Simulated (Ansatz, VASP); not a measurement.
# One calculation of CdS, two programs

INCAR

```
PREC = Accurate ; ENCUT = 520
EDIFF = 1E-7 ; ISMEAR = 0
SIGMA = 0.02 ; LREAL = F
LASPH = T ; NELM = 100
ALGO = Normal ; ISIF = 2
LWAVE = F ; LCHARG = F
GGA = PS ; IBRION = 2
NSW = 60 ; EDIFFG = -0.002
```

The input KPOINTS:

```
regular mesh
0
Gamma
  6 6 4
```

POSCAR

```
CdS
1.0
    4.1662911580      0.0000000000      0.0000000000
   -2.0831455790      3.6081139824      0.0000000000
    0.0000000000      0.0000000000      6.6678588672
Cd S
2 2
Direct
    0.3333333333      0.6666666667      0.0001621464
    0.6666666667      0.3333333333      0.5001621464
    0.3333333333      0.6666666667      0.3768378536
    0.6666666667      0.3333333333      0.8768378536
```

Input for Ansatz:

```yaml
crystal:
  lattice:
    - [4.166291158, 0.0, 0.0]
    - [-2.083145579, 3.6081139824, 0.0]
    - [0.0, 0.0, 6.6678588672]
  atoms:
    - { symbol: Cd, position: [0.3333333333, 0.6666666667, 0.0001621464] }
    - { symbol: Cd, position: [0.6666666667, 0.3333333333, 0.5001621464] }
    - { symbol: S, position: [0.3333333333, 0.6666666667, 0.3768378536] }
    - { symbol: S, position: [0.6666666667, 0.3333333333, 0.8768378536] }
basis:
  ecutwfc: 420
kpoints:
  mp_grid: { grid: [6, 6, 4] }
hamiltonian:
  xc: pbesol
  pseudopotentials: { kind: paw, azcp: { folder: soft_1 } }
scf:
  occupations: { method: gaussian, width: 0.02 }
output:
  forces: true
  stress: true
  eigenvalues: true
relax:
  adjacent_minimum: "off"
  f_tol: 0.002
  max_steps: 40
```

Change from the starting cell: strained cell.

Alike in both runs: task relaxation of the atoms; functional PBEsol; k mesh 6 × 6 × 4; occupations gaussian, width 0.02 eV; no spin polarisation.

```csv
,VASP,Ansatz
version,VASP 6.6.1,Ansatz 0.2.0
potentials or method,"VASP PAW PBE potentials, release 64 (Cd, S), cutoff 520 eV","scalar-relativistic, plane waves, PAW"
valence electrons in the cell,36,52
```

```csv
,VASP,Ansatz,Ansatz less VASP
"gap on the k mesh at the Fermi level, each at its own relaxed structure (eV)",1.09,1.08,-0.003
```

VASP's potentials were made for PBE, not for PBEsol, and Ansatz warns of the same on its side. VASP's potentials hold 36 valence electrons a cell and Ansatz's 52, so a difference there can come from the potentials and not from the codes. Ansatz's warnings: stress scf threshold loose.
